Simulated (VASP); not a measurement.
# KBr (Pm-3m) in VASP: notebook, part 2 of 2

VASP 6.6.1. Earlier steps stand in the parts before.

## 5. Single point, r2SCAN (29.54 Å³/atom)

This run uses another cell than the first one, of 29.54 Å³/atom.

Input file POSCAR:

```
KBr
1.0
    3.8947061070      0.0000000000      0.0000000000
    0.0000000000      3.8947061070      0.0000000000
    0.0000000000      0.0000000000      3.8947061070
K Br
1 1
Direct
    0.0000000000      0.0000000000      0.0000000000
    0.5000000000      0.5000000000      0.5000000000
```

Input file INCAR.step1:

```
SYSTEM = KBr
  PREC = Accurate
  ENCUT = 520
  ISMEAR = 0
  SIGMA = 0.01
  LREAL = .False.
  LASPH = .True.
  NELM = 100
  NBANDS = 15
  GGA = PE
  ALGO = Normal
  EDIFF = 1E-4
  LWAVE = .True.
  LCHARG = .False.
```

Input file INCAR.step2:

```
SYSTEM = KBr
  PREC = Accurate
  ENCUT = 520
  EDIFF = 1E-7
  ISMEAR = 0
  SIGMA = 0.01
  LREAL = .False.
  LASPH = .True.
  NELM = 100
  ALGO = Normal
  ISIF = 2
  LWAVE = .False.
  LCHARG = .False.
  METAGGA = R2SCAN
  LMIXTAU = .True.
  NBANDS = 15
  ISTART = 1
```

Input file KPOINTS:

```
regular mesh
0
Gamma
  6 6 6
  0 0 0
```

Potentials or basis: VASP PAW PBE potentials, release 64 (K_sv, Br).

The run is started by

```console
$ cat potpaw_PBE.64/K_sv/POTCAR potpaw_PBE.64/Br/POTCAR > POTCAR
$ cp INCAR.step1 INCAR
$ mpirun -np 1 vasp_std > vasp.out
$ cp INCAR.step2 INCAR
$ mpirun -np 1 vasp_std > vasp.out
```

OUTCAR:

```text
SYSTEM = KBr
   PREC = Accurate
   ENCUT = 520
   EDIFF = 1E-7
   ISMEAR = 0
   LREAL = .False.
   LASPH = .True.
   NELM = 100
   ISIF = 2
   METAGGA = R2SCAN
   ISTART = 1

 ion  position               nearest neighbor table
   1  0.000  0.000  0.000-
   2  0.500  0.500  0.500-

  LATTYP: Found a simple cubic cell.
 ALAT       =     3.8947061070

  Lattice vectors:

 A1 = (   3.8947061070,   0.0000000000,   0.0000000000)
 A2 = (   0.0000000000,   3.8947061070,   0.0000000000)
 A3 = (   0.0000000000,   0.0000000000,   3.8947061070)

Analysis of symmetry for initial positions (statically):
=====================================================================
 Subroutine PRICEL returns:
 Original cell was already a primitive cell.

 Routine SETGRP: Setting up the symmetry group for a
 simple cubic supercell.

 Subroutine GETGRP returns: Found 48 space group operations
 (whereof 48 operations were pure point group operations)
 out of a pool of 48 trial point group operations.

The static configuration has the point symmetry O_h .

Analysis of symmetry for dynamics (positions and initial velocities):
[... 166 lines left out ...]
      3     -12.8742      2.00000
      4     -12.8742      2.00000
      5     -12.8742      2.00000
      6      -0.8511      2.00000
      7      -0.8511      2.00000
      8      -0.8511      2.00000
      9       4.4614      0.00000
     10       5.6983      0.00000
     11       5.6983      0.00000
     12      10.1178      0.00000
     13      10.1178      0.00000
     14      10.1178      0.00000
[... 329 lines left out ...]
      2     -13.5000      2.00000
      3     -13.0230      2.00000
      4     -13.0230      2.00000
      5     -13.0230      2.00000
      6      -2.2911      2.00000
      7      -2.2911      2.00000
      8      -2.2911      2.00000
      9       7.7417      0.00000
     10       7.7417      0.00000
     11       7.7417      0.00000
     12      10.1292      0.00000
     13      10.1292      0.00000
     14      10.1292      0.00000
     15      11.7920      0.00000

------------------------ aborting loop because EDIFF is reached ----------------------------------------

  FORCE on cell =-STRESS in cart. coord.  units (eV):
  Direction    XX          YY          ZZ          XY          YZ          ZX
  --------------------------------------------------------------------------------------
  -------------------------------------------------------------------------------------
  Total        0.5024209      0.5024209      0.5024209      0.0000000     -0.0000000     -0.0000000
  in kB       13.6255546     13.6255546     13.6255546      0.0000000     -0.0000000     -0.0000000
  external PRESSURE =      13.6255546 kB  Pullay stress =       0.0000000 kB

 VOLUME and BASIS-vectors are now :
 -----------------------------------------------------------------------------
  energy-cutoff  :      520.00
  volume of cell :       59.08
      direct lattice vectors                 reciprocal lattice vectors
     3.894706107  0.000000000  0.000000000     0.256758783  0.000000000  0.000000000
     0.000000000  3.894706107  0.000000000     0.000000000  0.256758783  0.000000000
     0.000000000  0.000000000  3.894706107     0.000000000  0.000000000  0.256758783

 POSITION                                       TOTAL-FORCE (eV/Angst)
 -----------------------------------------------------------------------------------
      0.00000      0.00000      0.00000         0.000000      0.000000      0.000000
      1.94735      1.94735      1.94735         0.000000      0.000000      0.000000
 -----------------------------------------------------------------------------------
    total drift:                                0.000000      0.000000     -0.000000

  FREE ENERGIE OF THE ION-ELECTRON SYSTEM (eV)
  ---------------------------------------------------
  free  energy   TOTEN  =       -23.1279735986 eV

  energy  without entropy=      -23.1279735986  energy(sigma->0) =      -23.12797360
```

OUTCAR.step1:

```text
SYSTEM = KBr
   PREC = Accurate
   ENCUT = 520
   ISMEAR = 0
   LREAL = .False.
   LASPH = .True.
[... 575 lines left out ...]
      0.00000      0.00000      0.00000         0.000000      0.000000      0.000000
      1.94735      1.94735      1.94735         0.000000      0.000000      0.000000
 -----------------------------------------------------------------------------------
    total drift:                                0.000000      0.000000     -0.000000

  FREE ENERGIE OF THE ION-ELECTRON SYSTEM (eV)
  ---------------------------------------------------
  free  energy   TOTEN  =        -6.0331733733 eV

  energy  without entropy=       -6.0331733733  energy(sigma->0) =       -6.03317337
```

OSZICAR.step1:

```text
N       E                     dE             d eps       ncg     rms          rms(c)
DAV:   1     0.100537944048E+03    0.10054E+03   -0.71926E+03   600   0.969E+02
DAV:   2    -0.551889393803E+00   -0.10109E+03   -0.94218E+02   789   0.237E+02
DAV:   3    -0.598452595441E+01   -0.54326E+01   -0.54060E+01   810   0.484E+01
DAV:   4    -0.621239993565E+01   -0.22787E+00   -0.22784E+00   882   0.822E+00
DAV:   5    -0.621424237752E+01   -0.18424E-02   -0.18424E-02   845   0.847E-01    0.312E+00
DAV:   6    -0.605612902734E+01    0.15811E+00   -0.13523E-01   726   0.226E+00    0.235E+00
DAV:   7    -0.603022638479E+01    0.25903E-01   -0.86741E-02   761   0.195E+00    0.106E+00
DAV:   8    -0.603286039706E+01   -0.26340E-02   -0.12866E-02   719   0.856E-01    0.106E-01
DAV:   9    -0.603303890345E+01   -0.17851E-03   -0.32127E-04   845   0.144E-01    0.745E-02
DAV:  10    -0.603316979526E+01   -0.13089E-03   -0.16480E-04   639   0.920E-02    0.113E-02
DAV:  11    -0.603317337334E+01   -0.35781E-05   -0.92092E-06   426   0.242E-02
   1 F= -.60331734E+01 E0= -.60331734E+01  d E =-.121968E-89
```

It took 2.2 min on 1 thread of Intel Xeon 8259CL, shared host; peak memory 0.18 GiB.

What came out:

| Property | Result |
| --- | --- |
| Free energy | -23.1280 eV |
| Pressure | 1.4 GPa |
| Band gap on the k mesh | 5.01 eV (least direct gap 5.31 eV) |

Levels at points of the mesh, in eV from the valence-band top:
| k point | band 5 | band 6 | band 7 | band 8 | band 9 | band 10 | band 11 | band 12 |
| --- | --- | --- | --- | --- | --- | --- | --- | --- |
| (0.00, 0.00, 0.00) | -12.32 | -0.30 | -0.30 | -0.30 | 5.01 | 6.25 | 6.25 | 10.67 |
| (0.50, 0.00, 0.00) | -12.09 | -2.30 | -0.29 | -0.29 | 7.67 | 7.76 | 9.02 | 9.59 |
| (0.50, 0.50, 0.00) | -12.27 | -1.63 | -1.63 | 0.00 | 5.84 | 7.32 | 8.80 | 8.80 |
| (0.50, 0.50, 0.50) | -12.47 | -1.74 | -1.74 | -1.74 | 8.29 | 8.29 | 8.29 | 10.68 |

Caveat: the PAW data sets were made with another functional, which shifts forces and pressure a little. A k mesh can miss the band edges.

## 6. Single point, r2SCAN (30.48 Å³/atom)

This run uses another cell than the first one, of 30.48 Å³/atom.

Input file POSCAR:

```
KBr
1.0
    3.9357060263      0.0000000000      0.0000000000
    0.0000000000      3.9357060263      0.0000000000
    0.0000000000      0.0000000000      3.9357060263
K Br
1 1
Direct
    0.0000000000      0.0000000000      0.0000000000
    0.5000000000      0.5000000000      0.5000000000
```

Input file INCAR.step1:

```
SYSTEM = KBr
PREC = Accurate
ENCUT = 520
ISMEAR = 0
SIGMA = 0.01
LREAL = .False.
LASPH = .True.
NELM = 100
NBANDS = 15
GGA = PE
ALGO = Normal
EDIFF = 1E-4
LWAVE = .True.
LCHARG = .False.
```

Input file INCAR.step2:

```
SYSTEM = KBr
PREC = Accurate
ENCUT = 520
EDIFF = 1E-6
ISMEAR = 0
SIGMA = 0.01
LREAL = .False.
LASPH = .True.
NELM = 100
ALGO = Normal
ISIF = 2
LWAVE = .False.
LCHARG = .False.
METAGGA = R2SCAN
LMIXTAU = .True.
NBANDS = 15
ISTART = 1
```

KPOINTS is that of step 5.

Potentials or basis: VASP PAW PBE potentials, release 64 (K_sv, Br).

The run is started by

```console
$ cat potpaw_PBE.64/K_sv/POTCAR potpaw_PBE.64/Br/POTCAR > POTCAR
$ cp INCAR.step1 INCAR
$ mpirun -np 1 vasp_std > vasp.out
$ cp INCAR.step2 INCAR
$ mpirun -np 1 vasp_std > vasp.out
```

Wall time 99 s (1 thread of Intel Xeon 8259CL, shared host); peak memory 0.18 GiB.

The run converged. Its results:

* Free energy: -23.1398 eV
* Pressure: 0.6 GPa
* Band gap on the k mesh: 4.89 eV (least direct gap 5.18 eV)

Levels at points of the mesh, in eV from the valence-band top:
```
           k point  band 6  band 7  band 8  band 9  band 10  band 11
(0.00, 0.00, 0.00)   -0.29   -0.29   -0.29    4.89     6.30     6.30
(0.50, 0.00, 0.00)   -2.19   -0.27   -0.27    7.54     7.77     8.84
(0.50, 0.50, 0.00)   -1.57   -1.57    0.00    5.84     7.29     8.80
(0.50, 0.50, 0.50)   -1.65   -1.65   -1.65    8.22     8.22     8.22
```

Caveat: the PAW data sets were made with another functional, which shifts forces and pressure a little.

## 7. Overview

| level | cell | gap on the mesh (eV) | pressure (GPa) |
| --- | --- | --- | --- |
| PBE | a = 4.043 Å, 2 atoms | 3.86 | 0.0 |
| PBE | a = 4.084 Å, 2 atoms | 3.78 | -0.5 |
| PBE | a = 4.123 Å, 2 atoms | 3.69 | -0.8 |
| r2SCAN | a = 3.895 Å, 2 atoms | 5.01 | 1.4 |
| r2SCAN | a = 3.936 Å, 2 atoms | 4.89 | 0.6 |

Alike in all rows: task single point; potentials or basis VASP PAW PBE potentials, release 64 (K_sv, Br); no spin polarisation; k mesh 6 × 6 × 6; cutoff (eV) 520; smearing gaussian 0.01 eV.

Caveats: the PAW data sets were made with another functional, which shifts forces and pressure a little (at least some runs).

Absolute energies hang on the potentials; compare differences alone.
